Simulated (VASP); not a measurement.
Wanted: the native input for a VASP 6.6.1 run.

```
Task                   : single point
Functional             : PBE
Potentials or basis    : VASP PAW PBE potentials, release 64 (Be, S)
Cutoff                 : 520 eV
k mesh                 : 10 × 10 × 10
Occupations            : fermi-dirac, width 0.02 eV
Spin                   : no spin polarisation
Dipole correction      : no
Further INCAR settings : ALGO = Normal; EDIFF = 1e-07; NBANDS = 11
```

The structure of BeS lies in POSCAR:

```
BeS
1.0
    0.0000000000      2.3172971969      2.3172971969
    2.4519321641      0.0000000000      2.3172971969
    2.4519321641      2.3172971969      0.0000000000
Be S
1 1
Direct
    0.0000000000      0.0000000000      0.0000000000
    0.5000000000      0.5000000000      0.5000000000
```

This cell differs from its parent crystal: uniaxial x strain +5.8%.

These files were run (other wordings do the same):

INCAR

```
  PREC = Accurate
  ENCUT = 520
  EDIFF = 1E-7
  ISMEAR = -1
  SIGMA = 0.02
  LREAL = F
  LASPH = T
  NELM = 100
  ALGO = Normal
  ISIF = 2
  LWAVE = F
  LCHARG = T
  GGA = PE
  LELF = T
  LVHAR = T
  NBANDS = 11
```

KPOINTS

```
Automatic mesh
0
Gamma
  10 10 10
```

Potentials or basis: VASP PAW PBE potentials, release 64 (Be, S).

Launch:

```bash
$ cat potpaw_PBE.64/Be/POTCAR potpaw_PBE.64/S/POTCAR > POTCAR
$ mpirun -np 1 vasp_std > vasp.out
```

Results of the run:

| Quantity | Value |
| --- | --- |
| Pressure | -5.3 GPa |
| Band gap on the k mesh | 0.69 eV (least direct gap 3.43 eV) |

Caveat: the cell differs from its parent crystal (uniaxial x strain +5.8%); the cell stands under tension.

Wall time 39 s on 1 thread of Intel Xeon 8259CL, with other jobs on the host, peak memory 0.16 GiB.
